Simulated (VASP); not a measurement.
Runs of VASP 6.6.1 on Ga3BiAs2. The structure is that of space group P3m1 (No. 156), or close to it. The cells are those of the table. 

| level | cell | k mesh | gap on the mesh (eV) | pressure (GPa) | largest force (eV/Å) |
| --- | --- | --- | --- | --- | --- |
| r2SCAN | a = 4.255, b = 4.255, c = 10.437 Å, angles 90.0, 90.0, 120.0°, 6 atoms | 6 × 6 × 2 | none | -3.0 | 0.10 |
| r2SCAN | a = 4.088, b = 4.088, c = 10.028 Å, angles 90.0, 90.0, 120.0°, 6 atoms | 6 × 6 × 2 | none | 4.3 | (a) |
| r2SCAN | a = 4.173, b = 4.173, c = 10.237 Å, angles 90.0, 90.0, 120.0°, 6 atoms | 6 × 6 × 2 | none | 0.0 | 0.01 |
| r2SCAN | a = 4.131, b = 4.131, c = 10.133 Å, angles 90.0, 90.0, 120.0°, 6 atoms | 6 × 6 × 2 | none | 2.0 | (d) |
| PBE | a = 4.310, b = 4.310, c = 10.617 Å, angles 90.0, 90.0, 120.0°, 6 atoms | 6 × 6 × 2 | none | -2.4 | 0.07 |
| PBE | a = 4.173, b = 4.173, c = 10.237 Å, angles 90.0, 90.0, 120.0°, 6 atoms | 12 × 12 × 4 | none | 2.4 | (b) |
| PBE | a = 4.227, b = 4.227, c = 10.413 Å, angles 90.0, 90.0, 120.0°, 6 atoms | 6 × 6 × 2 | none | 0.1 | 0.01 |
| PBE | a = 4.184, b = 4.184, c = 10.308 Å, angles 90.0, 90.0, 120.0°, 6 atoms | 6 × 6 × 2 | none | (c) | 0.07 |

Alike in all rows: task single point; potentials or basis VASP PAW PBE potentials, release 64 (As, Bi_d, Ga_d); no spin polarisation; cutoff (eV) 520; smearing fermi-dirac 0.02 eV.

Fill in the values left out.

(a) 0.16; (b) 0.12; (c) 1.7; (d) 0.08.

Caveats: spin-orbit coupling is left out, which moves the levels of the heavy elements; the PAW data sets were made with another functional, which shifts forces and pressure a little (some runs).

A k mesh can miss the band edges, and the runs leave out spin-orbit coupling on As, Bi, Ga.

A gap of «none» marks levels without a gap at the run's occupations.
